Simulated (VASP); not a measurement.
Here is a VASP 6.6.1 calculation.

INCAR

```
ALGO = Normal
EDIFF = 1E-7
ENCUT = 520
GGA = CA
ISIF = 2
ISMEAR = 0
LASPH = True
LCHARG = False
LREAL = False
LWAVE = False
NBANDS = 15
NELM = 100
PREC = Accurate
SIGMA = 0.15
```

Contents of KPOINTS:

```
k-points
0
Gamma
  16 16 16
```

The input POSCAR:

```
ZrC
1.0
    0.0000000000      2.2665395978      2.4291066370
    2.2665395978      0.0000000000      2.4291066370
    2.2665395978      2.2665395978      0.0000000000
Zr C
1 1
Direct
    0.5000000000      0.5000000000      0.5000000000
    0.0000000000      0.0000000000      0.0000000000
```

Potentials or basis: VASP PAW LDA potentials, release 64 (Zr_sv, C).

Launch:

```sh
$ cat potpaw_LDA.64/Zr_sv/POTCAR potpaw_LDA.64/C/POTCAR > POTCAR
$ mpirun -np 1 vasp_std > vasp.out
```

Question: Predict the band gap on the k mesh.

Answer: Zero (band 8 reaches 10.99 eV, above the bottom of band 9 at 9.46 eV).

Question: What does it give for the pressure?

Answer: 3.2 GPa.

Stress tensor (GPa, compression positive):
```
 12.23   0.00   0.00
  0.00  12.23   0.00
  0.00   0.00 -14.78
```

Caveat: the cell differs from its parent crystal (mode 4 frozen in at +0.000 Å, strain +e along z and -e/2 along x and y +0.0467).
